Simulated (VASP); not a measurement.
The system is V.

```xyz
2
Lattice="0.0000 2.6527 2.6527 2.6527 0.0000 2.6527 2.6527 2.6527 0.0000" Properties=species:S:1:pos:R:3 pbc="T T T"
V     0.6632    0.6632    0.6632
V     4.6422    4.6422    4.6422
```

This isn't the form of V at room conditions, which is bcc.

```yaml
Program: VASP 6.6.1
Task: relaxation of cell and atoms
Functional: BLYP
Potentials_or_basis: VASP PAW PBE potentials, release 64 (V_sv)
Cutoff: 600 eV
k_mesh: 10 × 10 × 10
Occupations: fermi-dirac, width 0.1 eV
Spin: no spin polarisation
```

At the start: pressure 4.0 GPa; volume 18.67 Å³/atom.

Question: Where does the relaxation end?

Answer: Over 3 steps the energy falls by 14.8 meV/atom and the volume is 19.90 Å³/atom (+6.6 %); space group Fd-3m (No. 227, to 0.1 Å) before and after.

Step by step:
```csv
step,energy change (eV),largest force (eV/Å),pressure (GPa),volume (Å³)
1,0.0000,0.0000,4.04,37.33
2,-0.0295,0.0000,-0.19,39.94
3,-0.0295,0.0000,0.01,39.80
```

Final structure:
```yaml
crystal:
  lattice:
    - [0.00000, 2.70980, 2.70980]
    - [2.70980, 0.00000, 2.70980]
    - [2.70980, 2.70980, 0.00000]
  atoms:
    - { symbol: V, position: [0.12500, 0.12500, 0.12500] }
    - { symbol: V, position: [0.87500, 0.87500, 0.87500] }
```

Caveat: the PAW data sets were made with another functional, which shifts forces and pressure a little.
